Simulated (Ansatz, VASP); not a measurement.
# Two plane-wave programs on C

```
C
1.0
     4.82232   -3.37663   -0.10781
     4.82232    3.37663   -0.10781
    -2.89799    0.00000    4.94495
C
8
Direct
  0.87424 0.87424 0.02100
  0.12576 0.12576 0.97900
  0.12884 0.12884 0.23964
  0.87116 0.87116 0.76036
  0.84675 0.15639 0.13032
  0.84361 0.15325 0.86968
  0.15325 0.84361 0.86968
  0.15639 0.84675 0.13032
```

Alike in both runs: functional PBE; k mesh 6 × 6 × 6; occupations gaussian, width 0.02 eV; no spin polarisation.

Ansatz relaxed the structure, and its values are those at the end. VASP's run is a single point on that final structure, the one shown.

|  | VASP | Ansatz |
| --- | --- | --- |
| version | VASP 6.6.1 | Ansatz 0.2.0 |
| potentials or method | VASP PAW PBE potentials, release 64 (C_h), cutoff 910 eV | scalar-relativistic, plane waves, PAW |
| valence electrons in the cell | 32 | 32 |

VASP gave:

```
gap on the k mesh at the Fermi level (eV) : 1.23
least direct gap on the mesh (eV)         : 1.25
rms of the force components (eV/Å)        : 0.018
```

Q: Estimate Ansatz's values.

A: gap on the k mesh at the Fermi level (eV): 1.23; least direct gap on the mesh (eV): 1.25; rms of the force components (eV/Å): 0.001.

With one functional, cell and mesh, what is left measures potentials, basis and numerics.

Noted on VASP's run: the cutoff is under 1.25 times that of the potentials, so the pressure is a little rough.
